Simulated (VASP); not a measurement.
GaP, 2 atoms in the cell. The structure is tetragonal, space group I-4m2 (No. 119). Conventional cell: a = 3.808 Å, b = 3.808 Å, c = 5.105 Å, α = 90.00°, β = 90.00°, γ = 90.00°. Within 3.0 Å of Ga (site symmetry -4m2) lie 4 P at 2.29 Å. Within 3.0 Å of P (site symmetry -4m2) lie 4 Ga at 2.29 Å.  This cell differs from its parent crystal: volume 18.502 Å^3 an atom, c/a of the conventional cell 0.9480.

| Property | Result |
| --- | --- |
| Program | VASP 6.6.1 |
| Task | single point |
| Functional | PBEsol |
| Potentials or basis | VASP PAW PBE potentials, release 64 (Ga_d, P) |
| Cutoff | 520 eV |
| k mesh | 10 × 10 × 10 |
| Occupations | gaussian, width 0.05 eV |
| Spin | no spin polarisation |
| Dipole correction | no |
| Further INCAR settings | ALGO = Normal; EDIFF = 1e-06; NBANDS = 16 |

Potentials or basis: VASP PAW PBE potentials, release 64 (Ga_d, P).

Launch:

```bash
$ cat potpaw_PBE.64/Ga_d/POTCAR potpaw_PBE.64/P/POTCAR > POTCAR
$ mpirun -np 1 vasp_std > vasp.out
```

Hardware: 1 thread of Intel(R) Xeon(R) Platinum 8375C CPU @ 2.90GHz (Ice Lake), with other jobs on the host.

Task: How long does it take, and how much memory?

Result: Wall time 41 s on 1 thread of Intel(R) Xeon(R) Platinum 8375C CPU @ 2.90GHz (Ice Lake), on a shared host, peak memory 0.19 GiB. Counts: scf iterations 12, k points 102.
